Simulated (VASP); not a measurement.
Set up this calculation in VASP 6.6.1, as the native input.

| Quantity | Value |
| --- | --- |
| Task | single point |
| Functional | PBE |
| Potentials or basis | VASP PAW PBE potentials, release 64 (Sb) |
| Cutoff | 520 eV |
| k mesh | 10 × 10 × 10 |
| Occupations | fermi-dirac, width 0.05 eV |
| Spin | no spin polarisation |
| Dipole correction | no |
| Further INCAR settings | ALGO = Normal; EDIFF = 1e-06; NBANDS = 8 |

The structure of Sb lies in POSCAR:

```
Sb
1.0
   -1.9015809544      1.9015809544      1.9015809544
    1.9015809544     -1.9015809544      1.9015809544
    1.9015809544      1.9015809544     -1.9015809544
Sb
1
Direct
    0.0000000000      0.0000000000      0.0000000000
```

One way to write it, as run:

INCAR

```
  ALGO = Normal
  EDIFF = 1E-6
  ENCUT = 520
  GGA = PE
  ISIF = 2
  ISMEAR = -1
  LASPH = T
  LCHARG = T
  LELF = T
  LREAL = F
  LVHAR = T
  LWAVE = F
  NBANDS = 8
  NELM = 100
  PREC = Accurate
  SIGMA = 0.05
```

KPOINTS

```
k-points
0
Gamma
  10 10 10
```

Potentials or basis: VASP PAW PBE potentials, release 64 (Sb).

Command:

```console
$ cat potpaw_PBE.64/Sb/POTCAR > POTCAR
$ mpirun -np 1 vasp_std > vasp.out
```

Results of the run:

```json
{"Pressure": "-0.1 GPa"}
```

It took 3.5 s on 1 thread of AMD EPYC 9R45 96-Core Processor (Zen 5), with other jobs on the host, peak memory 0.11 GiB.
